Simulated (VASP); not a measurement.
# GaN (F-43m) in VASP: a series of runs, part 2 of 2

VASP 6.6.1. Earlier steps stand in the parts before.

### 4 Single point, PBE

This run uses another cell than the first one, of 10.70 Å³/atom, 1.037 times its volume.

File INCAR:

```
SYSTEM = GaN
PREC = Accurate
ENCUT = 600
EDIFF = 1E-6
ISMEAR = 0
SIGMA = 0.01
LREAL = .False.
LASPH = .True.
NELM = 120
ALGO = Normal
ISIF = 2
LWAVE = .False.
LCHARG = .False.
GGA = PE
NBANDS = 16
GGA_COMPAT = .False.
```

File KPOINTS:

```
regular mesh
0
Gamma
  8 8 8
  0 0 0
```

File POSCAR:

```
GaN
1.0
    0.0000000000      2.2037546017      2.2037546017
    2.2037546017      0.0000000000      2.2037546017
    2.2037546017      2.2037546017      0.0000000000
Ga N
1 1
Direct
    0.0000000000      0.0000000000      0.0000000000
    0.7500000000      0.7500000000      0.7500000000
```

Potentials or basis: VASP PAW PBE potentials, release 64 (Ga_d, N).

Started as:

```console
cat potpaw_PBE.64/Ga_d/POTCAR potpaw_PBE.64/N/POTCAR > POTCAR
mpirun -np 1 vasp_std > vasp.out
```

OUTCAR:

```text
SYSTEM = GaN
   PREC = Accurate
   ENCUT = 600
   EDIFF = 1E-6
   ISMEAR = 0
   LREAL = .False.
   LASPH = .True.
   NELM = 120
   ISIF = 2
   GGA = PE

 ion  position               nearest neighbor table
   1  0.000  0.000  0.000-   2 1.91   2 1.91   2 1.91   2 1.91
   2  0.750  0.750  0.750-   1 1.91   1 1.91   1 1.91   1 1.91

  LATTYP: Found a face centered cubic cell.
 ALAT       =     4.4075092034

  Lattice vectors:

 A1 = (   0.0000000000,   2.2037546017,   2.2037546017)
 A2 = (   2.2037546017,   0.0000000000,   2.2037546017)
 A3 = (   2.2037546017,   2.2037546017,   0.0000000000)

Analysis of symmetry for initial positions (statically):
=====================================================================
 Subroutine PRICEL returns:
 Original cell was already a primitive cell.

 Routine SETGRP: Setting up the symmetry group for a
 face centered cubic supercell.

 Subroutine GETGRP returns: Found 24 space group operations
 (whereof 24 operations were pure point group operations)
 out of a pool of 48 trial point group operations.

The static configuration has the point symmetry T_d .

Analysis of symmetry for dynamics (positions and initial velocities):
=====================================================================
 Subroutine PRICEL returns:
 Original cell was already a primitive cell.

 Routine SETGRP: Setting up the symmetry group for a
 face centered cubic supercell.

 Subroutine GETGRP returns: Found 24 space group operations
 (whereof 24 operations were pure point group operations)
 out of a pool of 48 trial point group operations.

The dynamic configuration has the point symmetry T_d .

 Subroutine INISYM returns: Found 24 space group operations
 (whereof 24 operations are pure point group operations),
 and found     1 'primitive' translations

----------------------------------------------------------------------------------------

[... 105 lines left out ...]
   EMIN   =  10.00;   EMAX   =-10.00  energy-range for DOS
   EFERMI =   0.00;   METHOD = LEGACY
   ISMEAR =     0;   SIGMA  =   0.01  broadening in eV -4-tet -1-fermi 0-gaus
   EFERMI_NEDOS =   21; number of points for ismear=-14 and -15
   IALGO  =     38    algorithm
   IMIX   =      4    mixing-type and parameters
     AMIX     =   0.40;   BMIX     =  1.00
     AMIX_MAG =   1.60;   BMIX_MAG =  1.00
  volume/ion in A,a.u.               =      10.70        72.22
  Fermi-wavevector in a.u.,A,eV,Ry     =   1.545228  2.920057 32.487013  2.387728
  Thomas-Fermi vector in A             =   2.650636
   LORBIT       =      0    0 simple, 1 ext, 2 COOP (PROOUT), +10 PAW based schemes
   GGA     = PE    functional components
   LHFCALC =     F    Hartree Fock is set to
   AEXX    =    0.0000 exact exchange contribution
   IVDW    =     0    specifies the selected vdW correction
   LEPSILON=     F    determine dielectric tensor
   LRPA    =     F    only Hartree local field effects (RPA)
 non-spin polarized calculation
 Gauss-broadening in eV      SIGMA  =   0.01
  energy-cutoff  :      600.00
  volume of cell :       21.41
 maximum number of plane-waves:       725
 NGX is ok and might be reduce to    28
   NGX = 13   NGY = 13   NGZ = 13

 number of electron      17.9999998 magnetization

 Free energy of the ion-electron system (eV)
  ---------------------------------------------------
  ext. energy  EPLUGINS =         0.00000000
  ---------------------------------------------------
  free energy    TOTEN  =       -12.03170624 eV

  energy without entropy =      -12.03170624  energy(sigma->0) =      -12.03170624

 E-fermi :   6.1341     XC(G=0): -12.0299

 val. band max:        6.0382454198   @ k =   0.0000   0.0000   0.0000
 cond. band min:       8.1953322958   @ k =   0.0000   0.0000   0.0000
 fundamental gap:      2.1570868760
 Fermi energy:         6.1340632800

 k-point     1 :       0.0000    0.0000    0.0000
  band No.  band energies     occupation
      1     -10.4935      2.00000
      2      -7.4795      2.00000
      3      -7.4795      2.00000
      4      -7.4795      2.00000
      5      -7.0853      2.00000
      6      -7.0853      2.00000
[... 433 lines left out ...]
      3      -7.2785      2.00000
      4      -7.1136      2.00000
      5      -7.0467      2.00000
      6      -5.5038      2.00000
[... 8 lines left out ...]
     15      25.4969      0.00000
     16      27.9569      0.00000

 [... further k-points ...]
[... 5 lines left out ...]
  --------------------------------------------------------------------------------------
  -------------------------------------------------------------------------------------
  Total        2.6446133      2.6446133      2.6446133      0.0000000     -0.0000000      0.0000000
  in kB      197.9488897    197.9488897    197.9488897      0.0000000     -0.0000000      0.0000000
  external PRESSURE =     197.9488897 kB  Pullay stress =       0.0000000 kB

 VOLUME and BASIS-vectors are now :
 -----------------------------------------------------------------------------
  energy-cutoff  :      600.00
  volume of cell :       21.41
      direct lattice vectors                 reciprocal lattice vectors
     0.000000000  2.203754602  2.203754602    -0.226885516  0.226885516  0.226885516
     2.203754602  0.000000000  2.203754602     0.226885516 -0.226885516  0.226885516
     2.203754602  2.203754602  0.000000000     0.226885516  0.226885516 -0.226885516

 POSITION                                       TOTAL-FORCE (eV/Angst)
 -----------------------------------------------------------------------------------
      0.00000      0.00000      0.00000        -0.000000     -0.000000     -0.000000
      3.30563      3.30563      3.30563         0.000000      0.000000      0.000000
 -----------------------------------------------------------------------------------
    total drift:                                0.000001      0.000001      0.000000

  FREE ENERGIE OF THE ION-ELECTRON SYSTEM (eV)
  ---------------------------------------------------
  free  energy   TOTEN  =       -12.0317062352 eV

  energy  without entropy=      -12.0317062352  energy(sigma->0) =      -12.03170624
```

OSZICAR:

```text
N       E                     dE             d eps       ncg     rms          rms(c)
DAV:   1     0.866616939541E+02    0.86662E+02   -0.10278E+04  1032   0.224E+03
DAV:   2    -0.814962169980E+01   -0.94811E+02   -0.86466E+02  1024   0.352E+02
DAV:   3    -0.140787912588E+02   -0.59292E+01   -0.59082E+01  1104   0.752E+01
DAV:   4    -0.141480088205E+02   -0.69218E-01   -0.69209E-01  1160   0.860E+00
DAV:   5    -0.141490420235E+02   -0.10332E-02   -0.10332E-02  1112   0.924E-01    0.796E+00
DAV:   6    -0.120262228383E+02    0.21228E+01   -0.48505E+00  1432   0.425E+01    0.268E+00
DAV:   7    -0.120385351989E+02   -0.12312E-01   -0.35770E-01   968   0.630E+00    0.177E+00
DAV:   8    -0.120347676397E+02    0.37676E-02   -0.45729E-02  1160   0.351E+00    0.626E-01
DAV:   9    -0.120315540856E+02    0.32136E-02   -0.13572E-02  1360   0.301E+00    0.163E-01
DAV:  10    -0.120317789611E+02   -0.22488E-03   -0.14865E-03  1200   0.631E-01    0.602E-02
DAV:  11    -0.120317010572E+02    0.77904E-04   -0.29588E-04  1392   0.272E-01    0.160E-02
DAV:  12    -0.120317063863E+02   -0.53291E-05   -0.28979E-05  1096   0.672E-02    0.118E-02
DAV:  13    -0.120317062352E+02    0.15112E-06   -0.13886E-06  1016   0.174E-02
   1 F= -.12031706E+02 E0= -.12031706E+02  d E =-.442713E-44
```

stdout:

```text
POSCAR found type information on POSCAR GaN
 POSCAR found :  2 types and       2 ions
 scaLAPACK will be used
 LDA part: xc-table for (Slater+PW92), standard interpolation
 POSCAR, INCAR and KPOINTS ok, starting setup
 FFT: planning ... GRIDC
 FFT: planning ... GRID_SOFT
 FFT: planning ... GRID
 WAVECAR not read
 entering main loop
```

Wall time 18 s (1 thread of Intel Xeon Platinum 8488C (Sapphire Rapids), shared host); peak memory 0.16 GiB.

Results:

- Free energy: -12.0317 eV
- Pressure: 19.8 GPa
- Band gap on the k mesh: 2.16 eV, direct

Levels at points of the mesh, in eV from the valence-band top:
```
           k point  band 5  band 6  band 7  band 8  band 9  band 10  band 11  band 12  band 13  band 14
(0.00, 0.00, 0.00)  -13.12  -13.12    0.00    0.00    0.00     2.16    10.73    10.73    10.73    18.50
(0.50, 0.00, 0.00)  -13.07  -11.87   -7.49   -1.06   -1.06     5.10     9.06    10.72    10.72    16.21
(0.50, 0.50, 0.00)  -13.03  -11.47   -6.41   -2.95   -2.95     3.37     7.06    12.20    14.68    14.68
```

### 5 Single point, PBE

This run uses another cell than the first one, of 11.76 Å³/atom, 1.139 times its volume.

File INCAR:

```
SYSTEM = GaN
PREC = Accurate
ENCUT = 600
EDIFF = 1E-6
ISMEAR = 0
SIGMA = 0.01
LREAL = .FALSE.
LASPH = .TRUE.
NELM = 120
ALGO = Normal
ISIF = 2
LWAVE = .FALSE.
LCHARG = .FALSE.
GGA = PE
NBANDS = 16
GGA_COMPAT = .FALSE.
```

File KPOINTS:

```
regular mesh
0
G
  8 8 8
  0 0 0
```

File POSCAR:

```
GaN
1.0
    0.0000000000      2.2739920563      2.2739920563
    2.2739920563      0.0000000000      2.2739920563
    2.2739920563      2.2739920563      0.0000000000
Ga N
1 1
Direct
    0.0000000000      0.0000000000      0.0000000000
    0.7500000000      0.7500000000      0.7500000000
```

Started as:

```console
cat potpaw_PBE.64/Ga_d/POTCAR potpaw_PBE.64/N/POTCAR > POTCAR
mpirun -np 1 vasp_std > vasp.out
```

It took 16 s on 1 thread of Intel Xeon Platinum 8488C (Sapphire Rapids), shared host; peak memory 0.15 GiB.

The run converged. Its results:

- Free energy: -12.1545 eV
- Pressure: 0.0 GPa
- Band gap on the k mesh: 1.55 eV, direct

Levels at points of the mesh, in eV from the valence-band top:
```
           k point  band 7  band 8  band 9  band 10  band 11  band 12
(0.00, 0.00, 0.00)    0.00    0.00    0.00     1.55    10.13    10.13
(0.50, 0.00, 0.00)   -6.86   -0.93   -0.93     4.45     8.59    10.22
(0.50, 0.50, 0.00)   -6.01   -2.61   -2.61     3.34     6.50    11.52
```

Expect the measured gap to be larger: semilocal functionals such as PBE lack the derivative discontinuity.

### 6 Single point, PBE

This run uses another cell than the first one, of 11.17 Å³/atom, 1.082 times its volume.

File INCAR:

```
  PREC = Accurate
  ENCUT = 600
  EDIFF = 1E-6
  ISMEAR = 0
  SIGMA = 0.01
  LREAL = False
  LASPH = True
  NELM = 120
  ALGO = Normal
  ISIF = 2
  LWAVE = False
  LCHARG = False
  GGA = PE
  NBANDS = 16
  GGA_COMPAT = False
```

File KPOINTS:

```
regular mesh
0
Gamma
  8 8 8
```

File POSCAR:

```
GaN
1.0
    0.0000000000      2.2353105261      2.2353105261
    2.2353105261      0.0000000000      2.2353105261
    2.2353105261      2.2353105261      0.0000000000
Ga N
1 1
Direct
    0.0000000000      0.0000000000      0.0000000000
    0.7500000000      0.7500000000      0.7500000000
```

Potentials or basis: VASP PAW PBE potentials, release 64 (Ga_d, N).

Started as:

```console
cat potpaw_PBE.64/Ga_d/POTCAR potpaw_PBE.64/N/POTCAR > POTCAR
mpirun -np 1 vasp_std > vasp.out
```

Run time: 16 s. Hardware: 1 thread of Intel Xeon Platinum 8488C (Sapphire Rapids), shared host; peak memory 0.15 GiB.

The run converged. Its results:

- Free energy: -12.1183 eV
- Pressure: 9.9 GPa
- Band gap on the k mesh: 1.88 eV, direct

Levels at points of the mesh, in eV from the valence-band top:
```csv
k point,band 6,band 7,band 8,band 9,band 10,band 11,band 12,band 13
"(0.00, 0.00, 0.00)",-13.12,0.00,0.00,0.00,1.88,10.45,10.45,10.45
"(0.50, 0.00, 0.00)",-11.88,-7.20,-1.00,-1.00,4.81,8.85,10.49,10.49
"(0.50, 0.50, 0.00)",-11.46,-6.22,-2.79,-2.79,3.36,6.81,11.88,14.22
```

Expect the measured gap to be larger: semilocal functionals such as PBE lack the derivative discontinuity.

### 7 The runs side by side

```csv
cell,gap on the mesh (eV),pressure (GPa)
"a = 3.079 Å, angles 60.0°, 2 atoms",2.39,29.7
"a = 3.046 Å, angles 60.0°, 2 atoms",2.60,39.6
"a = 3.117 Å, angles 60.0°, 2 atoms",2.16,19.8
"a = 3.216 Å, angles 60.0°, 2 atoms",1.55,0.0
"a = 3.161 Å, angles 60.0°, 2 atoms",1.88,9.9
```

Alike in all rows: task single point; level PBE; potentials or basis VASP PAW PBE potentials, release 64 (Ga_d, N); no spin polarisation; k mesh 8 × 8 × 8; cutoff (eV) 600; smearing gaussian 0.01 eV.

Total energies depend on the potentials used, so only differences within one code and one set of settings carry meaning.
